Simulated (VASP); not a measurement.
Input of a VASP 6.6.1 run:

The input INCAR:

```
PREC     = Accurate       # precision mode
ENCUT    = 520            # plane-wave cutoff, eV
EDIFF    = 1E-6           # SCF threshold, eV
ISMEAR   = 0              # smearing method
SIGMA    = 0.1            # smearing width, eV
LREAL    = F              # projectors in reciprocal space
LASPH    = T              # aspherical terms in the spheres
NELM     = 80             # most SCF steps
ALGO     = Normal         # electronic algorithm
ISIF     = 2              # what is computed and relaxed
LWAVE    = F              # write WAVECAR
LCHARG   = F              # write CHGCAR
GGA      = PE             # functional
NBANDS   = 11             # bands
```

The input KPOINTS:

```
regular mesh
0
Gamma
  8 8 4
```

POSCAR

```
BP
1.0
    1.6735274100     -1.7463734800      0.0000000000
    1.6735274100      1.7463734800      0.0000000000
    0.0000000000      0.0000000000      4.5469156700
B P
1 1
Direct
    0.0000000000      0.0000000000      0.5000000000
    0.5000000000      0.5000000000      0.5000000000
```

Potentials or basis: VASP PAW PBE potentials, release 64 (B, P).

Command:

```console
$ cat potpaw_PBE.64/B/POTCAR potpaw_PBE.64/P/POTCAR > POTCAR
$ mpirun -np 1 vasp_std > vasp.out
```

(1) Estimate the band gap on the k mesh.

(2) Predict the pressure.

Results:

(1) zero (band 4 reaches 6.79 eV, above the bottom of band 5 at 4.00 eV).

(2) 92.3 GPa.

Caveat: this functional lacks dispersion, which binds the layers, so the pressure and a relaxed spacing across them are unreliable.
